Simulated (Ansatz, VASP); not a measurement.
## One calculation of Ag, two programs

INCAR

```
ALGO = Normal
EDIFF = 1E-7
ENCUT = 520
GGA = PS
ISIF = 2
ISMEAR = 0
LASPH = True
LCHARG = True
LELF = True
LREAL = False
LVHAR = True
LWAVE = False
NBANDS = 12
NELM = 60
PREC = Accurate
SIGMA = 0.15
```

The input KPOINTS:

```
k-points
0
Gamma
  20 20 20
```

Contents of POSCAR:

```
Ag
1.0
    0.0000000000      2.0431000000      1.9613760000
    2.0431000000      0.0000000000      1.9613760000
    2.0431000000      2.0431000000      0.0000000000
Ag
1
Direct
    0.0000000000      0.0000000000      0.0000000000
```

Input for Ansatz:

```yaml
crystal:
  lattice:
    - [0.0, 2.0431, 1.961376]
    - [2.0431, 0.0, 1.961376]
    - [2.0431, 2.0431, 0.0]
  atoms:
    - { symbol: Ag, position: [0.0, 0.0, 0.0] }
basis:
  ecutwfc: 420
kpoints:
  mp_grid: { grid: [20, 20, 20] }
hamiltonian:
  xc: pbesol
scf:
  occupations: { method: gaussian, width: 0.15 }
output:
  forces: true
  stress: true
  eigenvalues: true
```

Change from the starting cell: strain +0.000 along x and y, -0.040 along z, atoms carried along.

Alike in both runs: task single point; functional PBEsol; k mesh 20 × 20 × 20; occupations gaussian, width 0.15 eV; no spin polarisation.

|  | VASP | Ansatz |
| --- | --- | --- |
| version | VASP 6.6.1 | Ansatz 0.2.0 |
| potentials or method | VASP PAW PBE potentials, release 64 (Ag), cutoff 520 eV | scalar-relativistic, plane waves, PAW |
| valence electrons in the cell | 11 | 19 |

```tsv
	VASP	Ansatz	Ansatz less VASP
gap on the k mesh at the Fermi level (eV)	none	none	-
pressure (GPa)	2.0	2.2	+0.25
traceless stress, the component that is largest in VASP (GPa)	1.07	1.08	+0.005
```

VASP's potentials were made for PBE, not for PBEsol. A gap of «none» marks a metal or a gap that the smearing closes. The functional is the same, so the differences come from potentials, cutoffs and numerics. VASP's potentials hold 11 valence electrons a cell and Ansatz's 19, so a difference there can come from the potentials and not from the codes.
